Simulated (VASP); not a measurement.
Set up this calculation in VASP 6.6.1, as the native input.

* Task: relaxation of cell and atoms
* Functional: PBE
* Potentials or basis: VASP PAW PBE potentials, release 64 (Si, F)
* Cutoff: 600 eV
* k mesh: 6 × 6 × 6
* Occupations: gaussian, width 0.1 eV
* Spin: no spin polarisation
* Dipole correction: no
* Further INCAR settings: ALGO = Normal; EDIFF = 1e-06; IBRION = 2; EDIFFG = -0.04; NSW = 90; ISIF = 3

The structure of SiF2 lies in POSCAR:

```
SiF2
1.0
    0.0000000000      2.6048838189      2.6048838189
    2.6048838189      0.0000000000      2.6048838189
    2.6048838189      2.6048838189      0.0000000000
Si F
1 2
Direct
    0.0000000000      0.0000000000      0.0000000000
    0.2500000000      0.2500000000      0.2500000000
    0.7500000000      0.7500000000      0.7500000000
```

One way to write it, as run:

INCAR

```
SYSTEM = SiF2
ALGO = Normal
EDIFF = 1E-6
EDIFFG = -0.04
ENCUT = 600
GGA = PE
IBRION = 2
ISIF = 3
ISMEAR = 0
LASPH = .TRUE.
LCHARG = .FALSE.
LREAL = .FALSE.
LWAVE = .FALSE.
NELM = 80
NSW = 90
PREC = Accurate
SIGMA = 0.1
```

KPOINTS

```
k-points
0
G
  6 6 6
  0 0 0
```

Potentials or basis: VASP PAW PBE potentials, release 64 (Si, F).

Launch:

```console
$ cat potpaw_PBE.64/Si/POTCAR potpaw_PBE.64/F/POTCAR > POTCAR
$ mpirun -np 1 vasp_std > vasp.out
```

It gave:

```
Relaxed volume                         : 13.38 Å³/atom
Relaxed cell                           : a = 3.843 Å, b = 3.843 Å, c = 3.843 Å, α = 60.00°, β = 60.00°, γ = 60.00°
Space group after relaxing (to 0.05 Å) : Fm-3m (No. 225)
Energy gained by relaxing              : 65.0 meV/atom
Ionic steps                            : 3
Pressure after relaxing                : 0.1 GPa
Band gap on the k mesh                 : 3.02 eV, indirect (least direct gap 3.30 eV)
```

Wall time 29 s on 1 thread of Intel(R) Xeon(R) Platinum 8488C (Sapphire Rapids), on a shared host, peak memory 0.16 GiB.
